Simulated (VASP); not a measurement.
# Ti3H in VASP: a series of runs

Ti3H is run at these levels: PBE; tasks: single point.

Everything below comes from runs of VASP 6.6.1. Logs are shortened: lines on timing, memory, paths and dates and some standing lists are left out, and cuts for length are marked.

### 1 The cell of the first run

The cell holds a slab with vacuum, 4 atoms: a = 2.819 Å, b = 2.819 Å, c = 21.326 Å, α = 90.00°, β = 90.00°, γ = 109.47°.

### 2 Single point, PBE

The input, INCAR:

```
SYSTEM = Ti3H
PREC = Accurate
ENCUT = 520
EDIFF = 1E-6
ISMEAR = 0
SIGMA = 0.1
LREAL = .FALSE.
LASPH = .TRUE.
NELM = 80
ALGO = Normal
ISIF = 2
LWAVE = .FALSE.
LCHARG = .FALSE.
LDIPOL = .TRUE.
IDIPOL = 3
DIPOL = 0.5 0.5 0.349
GGA = PE
NBANDS = 26
```

The input, KPOINTS:

```
regular mesh
0
G
  10 10 1
  0 0 0
```

The input, POSCAR:

```
Ti3H
1.0
    2.8193504947      0.0000000000      0.0000000000
   -0.9397834982      2.6581091378      0.0000000000
    0.0000000000      0.0000000000     21.3259744853
Ti H
3 1
Direct
    0.5000000000      0.5000000000      0.1875646997
    0.0000000000      0.0000000000      0.2892724347
    0.5000000000      0.5000000000      0.3904147260
    1.0000000000      1.0000000000      0.5296815155
```

Potentials or basis: VASP PAW PBE potentials, release 64 (Ti_sv, H).

On the command line:

```console
$ cat potpaw_PBE.64/Ti_sv/POTCAR potpaw_PBE.64/H/POTCAR > POTCAR
$ mpirun -np 1 vasp_std > vasp.out
```

OUTCAR:

```text
SYSTEM = Ti3H
   PREC = Accurate
   ENCUT = 520
   EDIFF = 1E-6
   ISMEAR = 0
   LREAL = .FALSE.
   LASPH = .TRUE.
   NELM = 80
   ISIF = 2
   GGA = PE

 ion  position               nearest neighbor table
   1  0.500  0.500  0.188-   2 2.71   2 2.71
   2  0.000  0.000  0.289-   3 2.70   3 2.70   1 2.71   1 2.71
   3  0.500  0.500  0.390-   2 2.70   2 2.70
   4  0.000  0.000  0.530-

  LATTYP: Found a base centered orthorhombic cell.
 ALAT       =     3.2555055341
 B/A-ratio  =     1.4142135624
 C/A-ratio  =     6.5507412786

  Lattice vectors:

 A1 = (   2.8193504947,   0.0000000000,   0.0000000000)
 A2 = (  -0.9397834982,   2.6581091378,   0.0000000000)
 A3 = (   0.0000000000,   0.0000000000,  21.3259744853)

Analysis of symmetry for initial positions (statically):
=====================================================================
 Subroutine PRICEL returns:
 Original cell was already a primitive cell.

 Routine SETGRP: Setting up the symmetry group for a
 base centered orthorhombic supercell.

 Subroutine GETGRP returns: Found  4 space group operations
 (whereof  4 operations were pure point group operations)
 out of a pool of  8 trial point group operations.

The static configuration has the point symmetry C_2v.

Analysis of symmetry for dynamics (positions and initial velocities):
=====================================================================
 Subroutine PRICEL returns:
 Original cell was already a primitive cell.

 Routine SETGRP: Setting up the symmetry group for a
 base centered orthorhombic supercell.

 Subroutine GETGRP returns: Found  4 space group operations
 (whereof  4 operations were pure point group operations)
 out of a pool of  8 trial point group operations.

The dynamic configuration has the point symmetry C_2v.

 Subroutine INISYM returns: Found  4 space group operations
 (whereof  4 operations are pure point group operations),
 and found     1 'primitive' translations

----------------------------------------------------------------------------------------

                                     Primitive cell

  volume of cell :     159.8199

  direct lattice vectors                    reciprocal lattice vectors
     2.819350495  0.000000000  0.000000000     0.354691622  0.125402426  0.000000000
    -0.939783498  2.658109138  0.000000000     0.000000000  0.376207277  0.000000000
     0.000000000  0.000000000 21.325974485     0.000000000  0.000000000  0.046891175

  length of vectors
     2.819350495  2.819350495 21.325974485     0.376207277  0.376207277  0.046891175

  position of ions in fractional coordinates (direct lattice)
     0.500000000  0.500000000  0.187564700
     0.000000000  0.000000000  0.289272435
     0.500000000  0.500000000  0.390414726
     0.000000000  0.000000000  0.529681516

  ion indices of the primitive-cell ions
   primitive index   ion index
                 1           1
                 2           2
                 3           3
                 4           4

----------------------------------------------------------------------------------------

 KPOINTS: regular mesh

Automatic generation of k-mesh.
 Grid dimensions read from file:
 generate k-points for:   10   10    1

 Generating k-lattice:

  Cartesian coordinates                     Fractional coordinates (reciprocal lattice)
     0.035469162  0.012540243  0.000000000     0.100000000  0.000000000  0.000000000
     0.000000000  0.037620728  0.000000000     0.000000000  0.100000000  0.000000000
     0.000000000  0.000000000  0.046891175     0.000000000  0.000000000  1.000000000

  Length of vectors
     0.037620728  0.037620728  0.046891175

  Shift w.r.t. Gamma in fractional coordinates (k-lattice)
     0.000000000  0.000000000  0.000000000

 Subroutine IBZKPT returns following result:
 ===========================================

 Found     31 irreducible k-points:

 Following reciprocal coordinates:
            Coordinates               Weight
  0.000000  0.000000  0.000000      1.000000
  0.100000  0.000000  0.000000      4.000000
  0.200000  0.000000  0.000000      4.000000
  0.300000  0.000000  0.000000      4.000000
  0.400000  0.000000  0.000000      4.000000
  0.500000  0.000000  0.000000      2.000000
[... 16 lines left out ...]
  0.300000  0.300000  0.000000      2.000000
  0.400000  0.300000  0.000000      4.000000
 [... further k-points ...]
   k-points           NKPTS =     31   k-points in BZ     NKDIM =     31   number of bands    NBANDS=     26
   number of dos      NEDOS =    301   number of ions     NIONS =      4
   total plane-waves  NPLWV =  92160
   dimension x,y,z NGX =    24 NGY =   24 NGZ =  160
   dimension x,y,z NGXF=    48 NGYF=   48 NGZF=  320
   ions per type =               3   1
   NGX,Y,Z   is equivalent  to a cutoff of  14.15, 14.15, 12.47 a.u.
   NGXF,Y,Z  is equivalent  to a cutoff of  28.30, 28.30, 24.95 a.u.
 SYSTEM =  Ti3H
   PREC   = accura    normal or accurate (medium, high low for compatibility)
   ISTART =      0    job   : 0-new  1-cont  2-samecut
   ICHARG =      2    charge: 1-file 2-atom 10-const
   ISPIN  =      1    spin polarized calculation?
   LNONCOLLINEAR =      F non collinear calculations
   LSORBIT =      F    spin-orbit coupling
   LASPH  =      T    aspherical Exc in radial PAW
   ENCUT  =  520.0 eV  38.22 Ry    6.18 a.u.   5.24  5.24 39.65*2*pi/ulx,y,z
   NELM   =     80;   NELMIN=  2; NELMDL= -5     # of ELM steps
   EDIFF  = 0.1E-05   stopping-criterion for ELM
   LREAL  =      F    real-space projection
   EDIFFG = 0.1E-04   stopping-criterion for IOM
   NSW    =      0    number of steps for IOM
   IBRION =     -1    ionic relax: 0-MD 1-quasi-New 2-CG
   NFREE  =      0    steps in history (QN), initial steepest desc. (CG)
   ISIF   =      2    stress and relaxation
   ISYM   =      2    0-nonsym 1-usesym 2-fastsym
   POTIM  = 0.5000    time-step for ionic-motion
   TEBEG  =    0.0;   TEEND  =   0.0 temperature during run
   PSTRESS=    0.0 pullay stress
   NELECT =      37.0000    total number of electrons
   NUPDOWN=      -1.0000    fix difference up-down
   EMIN   =  10.00;   EMAX   =-10.00  energy-range for DOS
   EFERMI =   0.00;   METHOD = LEGACY
   ISMEAR =     0;   SIGMA  =   0.10  broadening in eV -4-tet -1-fermi 0-gaus
   EFERMI_NEDOS =   21; number of points for ismear=-14 and -15
   IALGO  =     38    algorithm
   IMIX   =      4    mixing-type and parameters
     AMIX     =   0.40;   BMIX     =  1.00
     AMIX_MAG =   1.60;   BMIX_MAG =  1.00
  volume/ion in A,a.u.               =      39.95       269.63
  Fermi-wavevector in a.u.,A,eV,Ry     =   1.005229  1.899608 13.748497  1.010486
  Thomas-Fermi vector in A             =   2.137895
   LORBIT       =      0    0 simple, 1 ext, 2 COOP (PROOUT), +10 PAW based schemes
   GGA     = PE    functional components
   LHFCALC =     F    Hartree Fock is set to
   AEXX    =    0.0000 exact exchange contribution
   IVDW    =     0    specifies the selected vdW correction
   LEPSILON=     F    determine dielectric tensor
   LRPA    =     F    only Hartree local field effects (RPA)
 non-spin polarized calculation
 Gauss-broadening in eV      SIGMA  =   0.10
  energy-cutoff  :      520.00
  volume of cell :      159.82
 maximum number of plane-waves:      4347
 NGX is ok and might be reduce to    24

 dipolmoment           0.000000      0.000000     -0.002700 electrons x Angstroem

 number of electron      36.9999991 magnetization

 dipolmoment           0.000000      0.000000      0.075525 electrons x Angstroem

 Free energy of the ion-electron system (eV)
  ---------------------------------------------------
  ext. energy  EPLUGINS =         0.00000000
  ---------------------------------------------------
  free energy    TOTEN  =       -22.99933666 eV

  energy without entropy =      -22.95809218  energy(sigma->0) =      -22.97871442

 E-fermi :  -0.6639     XC(G=0):  -5.1437

 val. band max:       -0.6648509820   @ k =   0.1000   0.0000   0.0000
 cond. band min:      -0.6541629949   @ k =   0.2000   0.1000   0.0000
 fundamental gap:      0.0106879871
 Fermi energy:        -0.6638601810

 k-point     1 :       0.0000    0.0000    0.0000
  band No.  band energies     occupation
      1     -57.4812      2.00000
      2     -57.3001      2.00000
      3     -56.9008      2.00000
      4     -33.9253      2.00000
      5     -33.6697      2.00000
      6     -33.4739      2.00000
[... 18 lines left out ...]
     25       1.5937      0.00000
     26       1.6075      0.00000

 k-point     2 :       0.1000    0.0000    0.0000
  band No.  band energies     occupation
      1     -57.4743      2.00000
      2     -57.2931      2.00000
      3     -56.8954      2.00000
      4     -33.9142      2.00000
      5     -33.6697      2.00000
      6     -33.5006      2.00000
[... 18 lines left out ...]
     25       1.5348      0.00000
     26       1.6657      0.00000

 k-point     3 :       0.2000    0.0000    0.0000
  band No.  band energies     occupation
      1     -57.4564      2.00000
      2     -57.2747      2.00000
      3     -56.8813      2.00000
      4     -33.8877      2.00000
      5     -33.6805      2.00000
      6     -33.5877      2.00000
[... 18 lines left out ...]
     25       1.5430      0.00000
     26       1.6892      0.00000

 k-point     4 :       0.3000    0.0000    0.0000
  band No.  band energies     occupation
      1     -57.4341      2.00000
      2     -57.2518      2.00000
      3     -56.8638      2.00000
      4     -33.8648      2.00000
      5     -33.7735      2.00000
      6     -33.6376      2.00000
[... 18 lines left out ...]
     25       1.8087      0.00000
     26       1.8383      0.00000
[... 496 lines left out ...]
      1     -57.4411      2.00000
      2     -57.2595      2.00000
      3     -56.8632      2.00000
      4     -33.8754      2.00000
      5     -33.6328      2.00000
      6     -33.5581      2.00000
[... 18 lines left out ...]
     25       0.9593      0.00000
     26       1.3213      0.00000

 k-point    23 :       0.3000    0.3000    0.0000
  band No.  band energies     occupation
      1     -57.3926      2.00000
      2     -57.2093      2.00000
      3     -56.8272      2.00000
      4     -33.8195      2.00000
      5     -33.7750      2.00000
      6     -33.7092      2.00000
[... 18 lines left out ...]
     25       1.7987      0.00000
     26       2.1203      0.00000

 k-point    24 :       0.4000    0.3000    0.0000
  band No.  band energies     occupation
      1     -57.3814      2.00000
      2     -57.1983      2.00000
      3     -56.8139      2.00000
      4     -33.8351      2.00000
      5     -33.8048      2.00000
      6     -33.7250      2.00000
[... 18 lines left out ...]
     25       2.1242      0.00000
     26       2.1834      0.00000

 [... further k-points ...]

------------------------ aborting loop because EDIFF is reached ----------------------------------------

 vacuum level on the upper side and lower side of the slab       (xc-potential included)         0.597        -1.180

  FORCE on cell =-STRESS in cart. coord.  units (eV):
  Direction    XX          YY          ZZ          XY          YZ          ZX
  --------------------------------------------------------------------------------------
  -------------------------------------------------------------------------------------
  Total       -1.3320270     -0.6713185     -3.1210754      0.9343829      0.0000000      0.0000000
  in kB      -13.3534307     -6.7298974    -31.2884519      9.3670906      0.0000000      0.0000000
  external PRESSURE =     -17.1239267 kB  Pullay stress =       0.0000000 kB

 VOLUME and BASIS-vectors are now :
 -----------------------------------------------------------------------------
  energy-cutoff  :      520.00
  volume of cell :      159.82
      direct lattice vectors                 reciprocal lattice vectors
     2.819350495  0.000000000  0.000000000     0.354691622  0.125402426  0.000000000
    -0.939783498  2.658109138  0.000000000     0.000000000  0.376207277  0.000000000
     0.000000000  0.000000000 21.325974485     0.000000000  0.000000000  0.046891175

 POSITION                                       TOTAL-FORCE (eV/Angst)
 -----------------------------------------------------------------------------------
      0.93978      1.32905      4.00000         0.000000      0.000000     -0.001748
      0.00000      0.00000      6.16902        -0.000000      0.000000     -0.106466
      0.93978      1.32905      8.32597        -0.000000      0.000000      1.232810
      0.00000      0.00000     11.29597         0.000000      0.000000     -1.124596
 -----------------------------------------------------------------------------------
    total drift:                                0.000000      0.000000      0.000342

  FREE ENERGIE OF THE ION-ELECTRON SYSTEM (eV)
  ---------------------------------------------------
  free  energy   TOTEN  =       -22.9993366604 eV

  energy  without entropy=      -22.9580921808  energy(sigma->0) =      -22.97871442

 vacuum level on the upper side and lower side of the slab         5.233         3.412
```

Run time: 4.1 min. Hardware: 1 thread of Intel Xeon Platinum 8488C (Sapphire Rapids), shared host; peak memory 0.34 GiB.

What came out:

| Quantity | Value |
| --- | --- |
| Free energy | -22.9993 eV |
| Largest force | 1.233 eV/Å |
| Band gap on the k mesh | zero (an odd number of electrons rules out a gap without spin polarisation) |

Forces in eV/Å, atoms in the order of the input:
```
Ti   0.000  0.000 -0.002
Ti   0.000  0.000 -0.106
Ti   0.000  0.000  1.233
H    0.000  0.000 -1.125
```

Levels at points of the mesh, in eV from the Fermi level:
| k point | band 15 | band 16 | band 17 | band 18 | band 19 | band 20 | band 21 | band 22 | band 23 | band 24 |
| --- | --- | --- | --- | --- | --- | --- | --- | --- | --- | --- |
| (0.00, 0.00, 0.00) | -2.89 | -2.33 | -0.43 | -0.01 | 0.04 | 0.89 | 0.92 | 1.08 | 1.09 | 2.02 |
| (0.50, 0.00, 0.00) | -1.58 | -0.72 | -0.35 | -0.30 | -0.06 | 0.14 | 0.84 | 1.65 | 2.36 | 2.41 |
| (0.50, 0.50, 0.00) | -1.88 | -1.62 | -0.85 | -0.22 | 0.85 | 1.19 | 1.25 | 1.96 | 2.24 | 2.61 |

### 3 Single point, PBE

The input, INCAR:

```
PREC = Accurate ; ENCUT = 520
EDIFF = 1E-6 ; ISMEAR = 0
SIGMA = 0.1 ; LREAL = False
LASPH = True ; NELM = 80
ALGO = Normal ; ISIF = 2
LWAVE = False ; LCHARG = False
LDIPOL = True ; IDIPOL = 3
DIPOL = 0.5 0.5 0.325 ; GGA = PE
NBANDS = 26
```

The input, KPOINTS:

```
regular mesh
0
Gamma
  10 10 1
```

POSCAR, as its differences from that of step 2:

```diff
@@ -11,2 +11,2 @@
     0.5000000000      0.5000000000      0.3904147260
-    1.0000000000      1.0000000000      0.5296815155
+    1.0000000000      1.0000000000      0.4340235187
```

Potentials or basis: VASP PAW PBE potentials, release 64 (Ti_sv, H).

On the command line:

```console
$ cat potpaw_PBE.64/Ti_sv/POTCAR potpaw_PBE.64/H/POTCAR > POTCAR
$ mpirun -np 1 vasp_std > vasp.out
```

OUTCAR:

```text
PREC = Accurate
   ENCUT = 520
   EDIFF = 1E-6
   ISMEAR = 0
   LREAL = False
   LASPH = True
   NELM = 80
   ISIF = 2
   GGA = PE

 ion  position               nearest neighbor table
   1  0.500  0.500  0.188-   2 2.71   2 2.71
   2  0.000  0.000  0.289-   3 2.70   3 2.70   1 2.71   1 2.71
   3  0.500  0.500  0.390-   4 1.87   4 1.87   2 2.70   2 2.70
   4  0.000  0.000  0.434-   3 1.87   3 1.87

  LATTYP: Found a base centered orthorhombic cell.
 ALAT       =     3.2555055341
 B/A-ratio  =     1.4142135624
 C/A-ratio  =     6.5507412786

  Lattice vectors:

[... 899 lines left out ...]
  -------------------------------------------------------------------------------------
  Total       -1.2526008     -0.1219623      0.9520160      1.5989642      0.0000000      0.0000000
  in kB      -12.5571906     -1.2226595      9.5438606     16.0294476      0.0000000      0.0000000
  external PRESSURE =      -1.4119965 kB  Pullay stress =       0.0000000 kB

 VOLUME and BASIS-vectors are now :
 -----------------------------------------------------------------------------
  energy-cutoff  :      520.00
  volume of cell :      159.82
      direct lattice vectors                 reciprocal lattice vectors
     2.819350495  0.000000000  0.000000000     0.354691622  0.125402426  0.000000000
    -0.939783498  2.658109138  0.000000000     0.000000000  0.376207277  0.000000000
     0.000000000  0.000000000 21.325974485     0.000000000  0.000000000  0.046891175

 POSITION                                       TOTAL-FORCE (eV/Angst)
 -----------------------------------------------------------------------------------
      0.93978      1.32905      4.00000        -0.000000      0.000000      0.000032
      0.00000      0.00000      6.16902         0.000000      0.000000     -0.354813
      0.93978      1.32905      8.32597         0.000000      0.000000      0.122632
      0.00000      0.00000      9.25597         0.000000      0.000000      0.232149
 -----------------------------------------------------------------------------------
    total drift:                               -0.000000     -0.000000      0.000152

  FREE ENERGIE OF THE ION-ELECTRON SYSTEM (eV)
  ---------------------------------------------------
  free  energy   TOTEN  =       -25.8072115300 eV

  energy  without entropy=      -25.7693992143  energy(sigma->0) =      -25.78830537

 vacuum level on the upper side and lower side of the slab         4.044         4.188
```

Run time: 4.2 min. Hardware: 1 thread of Intel Xeon Platinum 8488C (Sapphire Rapids), shared host; peak memory 0.34 GiB.

Results:

```yaml
Free_energy: -25.8072 eV
Largest_force: 0.355 eV/Å
Band_gap_on_the_k_mesh: zero (an odd number of electrons rules out a gap without spin polarisation)
```

Forces in eV/Å, atoms in the order of the input:
```
Ti   0.000  0.000  0.000
Ti   0.000  0.000 -0.355
Ti   0.000  0.000  0.123
H    0.000  0.000  0.232
```

Levels at points of the mesh, in eV from the Fermi level:
```
           k point  band 16  band 17  band 18  band 19  band 20  band 21  band 22  band 23
(0.50, 0.00, 0.00)    -1.64    -0.35    -0.35    -0.17     0.16     1.00     2.34     2.36
(0.50, 0.50, 0.00)    -1.86    -0.88    -0.25     1.00     1.11     1.48     2.02     2.26
```

(Continued in part 2 of 2.)
